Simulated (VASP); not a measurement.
A run of VASP 6.6.1 is set up as follows.

The input INCAR:

```
SYSTEM = AlNi3
PREC     = Accurate       ! precision mode
ENCUT    = 520            ! plane-wave cutoff, eV
EDIFF    = 1E-6           ! SCF threshold, eV
ISMEAR   = 0              ! smearing method
SIGMA    = 0.15           ! smearing width, eV
LREAL    = .FALSE.        ! projectors in reciprocal space
LASPH    = .TRUE.         ! aspherical terms in the spheres
NELM     = 100            ! most SCF steps
ALGO     = Fast           ! electronic algorithm
ISIF     = 2              ! what is computed and relaxed
LWAVE    = .FALSE.        ! write WAVECAR
LCHARG   = .FALSE.        ! write CHGCAR
GGA      = PS             ! functional
NBANDS   = 24             ! bands
```

Contents of KPOINTS:

```
Automatic mesh
0
G
  14 14 14
  0 0 0
```

File POSCAR:

```
AlNi3
1.0
    0.0000000000      2.7984078565      2.7984078565
    2.7984078565      0.0000000000      2.7984078565
    2.7984078565      2.7984078565      0.0000000000
Al Ni
1 3
Direct
    0.4955331743      0.5044668257      0.5044668257
    0.2500000000      0.2500000000      0.2500000000
    0.0000000000      0.0000000000      0.0000000000
    0.7500000000      0.7500000000      0.7500000000
```

Potentials or basis: VASP PAW PBE potentials, release 64 (Al, Ni).

Run with:

```console
$ cat potpaw_PBE.64/Al/POTCAR potpaw_PBE.64/Ni/POTCAR > POTCAR
$ mpirun -np 1 vasp_std > vasp.out
```

Estimate the pressure.

0.1 GPa.

Predict the largest force.

0.232 eV/Å.

Forces on the atoms (eV/Å):
```
Al  -0.232  0.000  0.000
Ni   0.097  0.000  0.000
Ni   0.038  0.000  0.000
Ni   0.097  0.000  0.000
```

Caveat: the cell differs from its parent crystal (all Al atoms moved +0.025 Å, as atom 1 along Cartesian [1 0 0]); the PAW data sets were made with another functional, which shifts forces and pressure a little. Spin polarisation is off, so any magnetic state and its effect on volume and gap are missing.
